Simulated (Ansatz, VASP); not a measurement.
**Zr: VASP beside Ansatz**

File INCAR:

```
SYSTEM = Zr
  PREC = Accurate
  ENCUT = 520
  EDIFF = 1E-8
  ISMEAR = -1
  SIGMA = 0.08
  LREAL = .FALSE.
  LASPH = .TRUE.
  NELM = 80
  ALGO = Normal
  ISIF = 2
  LWAVE = .FALSE.
  LCHARG = .FALSE.
  GGA = PS
  LEFG = .TRUE.
  NBANDS = 19
```

File KPOINTS:

```
regular mesh
0
G
  13 13 7
  0 0 0
```

File POSCAR:

```
Zr
1.0
    3.2745293923      0.0000000000      0.0000000000
   -1.6372646961      2.8358256391      0.0000000000
    0.0000000000      0.0000000000      5.2147314515
Zr
2
Direct
    0.3333333333      0.6666666667      0.2500000000
    0.6666666667      0.3333333333      0.7500000000
```

Input for Ansatz:

```yaml
crystal:
  lattice:
    - [3.2745293923, 0.0, 0.0]
    - [-1.6372646961, 2.8358256391, 0.0]
    - [0.0, 0.0, 5.2147314515]
  atoms:
    - { symbol: Zr, position: [0.3333333333, 0.6666666667, 0.25] }
    - { symbol: Zr, position: [0.6666666667, 0.3333333333, 0.75] }
kpoints:
  mp_grid: { grid: [13, 13, 7] }
scf:
  occupations: { method: fermi_dirac, width: 0.08 }
hamiltonian:
  xc: pbesol
  pseudopotentials: { kind: paw }
output:
  forces: true
  stress: true
  eigenvalues: true
  efg: { contact_densities: true }
```

Change from the starting cell: volume scaled by 1.04, PAW files.

Alike in both runs: task electric field gradients; functional PBEsol; k mesh 13 × 13 × 7; occupations fermi-dirac, width 0.08 eV; no spin polarisation.

|  | VASP | Ansatz |
| --- | --- | --- |
| version | VASP 6.6.1 | Ansatz 0.2.0 |
| potentials or method | VASP PAW PBE potentials, release 64 (Zr_sv) | PAW with Ansatz's default frozen-core files, scalar-relativistic |
| plane-wave cutoff (eV) | 520 | 420 |
| valence electrons in the cell | 24 | 24 |

|  | VASP | Ansatz | Ansatz less VASP |
| --- | --- | --- | --- |
| pressure (GPa) | -6.5 | -6.5 | -0.04 |
| traceless stress, the component that is largest in VASP (GPa) | 0.24 | 0.24 | -0.001 |
| size of Vzz on the site where it differs most (V/Å²) | 38.0 | 38.8 | +0.72 |

VASP's potentials were made for PBE, not for PBEsol.
